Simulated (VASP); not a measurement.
A run of VASP 6.6.1:

Contents of INCAR:

```
SYSTEM = NaReS2
PREC = Accurate
ENCUT = 520
EDIFF = 1E-6
ISMEAR = 0
SIGMA = 0.1
LREAL = .FALSE.
LASPH = .TRUE.
NELM = 60
ALGO = Normal
ISIF = 2
LWAVE = .FALSE.
LCHARG = .FALSE.
GGA = PE
NBANDS = 21
```

The input KPOINTS:

```
Automatic mesh
0
G
  15 15 15
  0 0 0
```

The input POSCAR:

```
NaReS2
1.0
    1.8344118878      1.0590981972      6.2395483974
   -1.8344118878      1.0590981972      6.2395483974
    0.0000000000     -2.1181963944      6.2395483974
Na Re S
1 1 2
Direct
    0.0000000000      0.0000000000      0.0000000000
    0.5000000000      0.5000000000      0.5000000000
    0.2307768968      0.2307768968      0.2307768968
    0.7692231032      0.7692231032      0.7692231032
```

Potentials or basis: VASP PAW PBE potentials, release 64 (Na_pv, Re, S).

Launch:

```bash
$ cat potpaw_PBE.64/Na_pv/POTCAR potpaw_PBE.64/Re/POTCAR potpaw_PBE.64/S/POTCAR > POTCAR
$ mpirun -np 1 vasp_std > vasp.out
```

Hardware: 1 thread of Oxide Virtual Turin-like Processor, with other jobs on the host.

Problem. How long does it take, and how much memory?

Solution. Run time: 43 min on 1 thread of Oxide Virtual Turin-like Processor, with other jobs on the host, peak memory 0.69 GiB. Counts: scf iterations 13, k points 344.
